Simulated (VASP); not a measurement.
A run of VASP 6.6.1:

INCAR

```
SYSTEM = Pt
  PREC = Accurate
  ENCUT = 520
  EDIFF = 1E-6
  ISMEAR = 0
  SIGMA = 0.02
  LREAL = .False.
  LASPH = .True.
  NELM = 100
  ALGO = Normal
  ISIF = 2
  LWAVE = .False.
  LCHARG = .False.
  GGA = PE
  NBANDS = 11
```

The input KPOINTS:

```
Automatic mesh
0
Gamma
  12 12 12
  0 0 0
```

Contents of POSCAR:

```
Pt
1.0
    0.0000000000      1.9609000000      1.9609000000
    1.9609000000      0.0000000000      1.9609000000
    1.9609000000      1.9609000000      0.0000000000
Pt
1
Direct
    0.0000000000      0.0000000000      0.0000000000
```

Potentials or basis: VASP PAW PBE potentials, release 64 (Pt).

Command:

```console
$ cat potpaw_PBE.64/Pt/POTCAR > POTCAR
$ mpirun -np 1 vasp_std > vasp.out
```

Hardware: 1 thread of Intel(R) Xeon(R) 6975P-C (Granite Rapids), with other jobs on the host.

Question: How long does it take, and how much memory?

Answer: Wall time 4.4 s on 1 thread of Intel(R) Xeon(R) 6975P-C (Granite Rapids) (shared host), peak memory 0.14 GiB. Counts: scf iterations 11, k points 72.
